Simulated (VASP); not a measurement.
## C: single point with LDA

C:

```
CELL_PARAMETERS angstrom
0.00000 2.15890 3.24756
1.24642 0.00000 3.24756
1.24642 2.15890 0.00000
ATOMIC_POSITIONS crystal
C 0.16667 0.83333 0.16667
C 0.83333 0.16667 0.83333
```

This cell differs from its parent crystal: strain +0.015 along x and y, -0.030 along z.

```json
{"Program": "VASP 6.6.1", "Task": "single point", "Functional": "LDA", "Potentials or basis": "VASP PAW LDA potentials, release 64 (C)", "Cutoff": "520 eV", "k mesh": "14 × 14 × 14", "Occupations": "gaussian, width 0.05 eV", "Spin": "no spin polarisation", "Dipole correction": "no", "Further INCAR settings": "ALGO = Normal; EDIFF = 1e-06; NBANDS = 11"}
```

```yaml
Pressure: -14.8 GPa
Largest_force: 0.043 eV/Å
Band_gap_on_the_k_mesh: 0.12 eV, indirect (least direct gap 0.17 eV)
```

Forces in eV/Å, atoms in the order of the input:
```
C    0.000  0.043  0.000
C    0.000 -0.043  0.000
```

Stress tensor (GPa, compression positive):
```
-22.83   0.00   0.00
  0.00 -22.90   0.00
  0.00   0.00   1.42
```

Levels at points of the mesh, in eV from the valence-band top:
```tsv
k point	band 2	band 3	band 4	band 5	band 6	band 7
(0.00, 0.00, 0.00)	-6.41	-3.33	-3.29	4.01	7.74	7.84
(0.50, 0.00, 0.00)	-13.22	-6.59	-2.62	1.24	6.83	11.97
(0.50, 0.50, 0.00)	-8.85	-3.35	-3.31	7.69	7.79	10.74
(0.50, 0.00, 0.50)	-13.34	-6.55	-1.64	2.26	7.11	10.70
(0.00, 0.50, 0.50)	-13.10	-6.63	-3.46	0.41	6.58	13.19
```

Run time: 52 s on 1 thread of Intel(R) Xeon(R) 6975P-C (Granite Rapids) (shared host), peak memory 0.17 GiB.

Caveat: the cell differs from its parent crystal (strain +0.015 along x and y, -0.030 along z). A k mesh can miss the band edges.
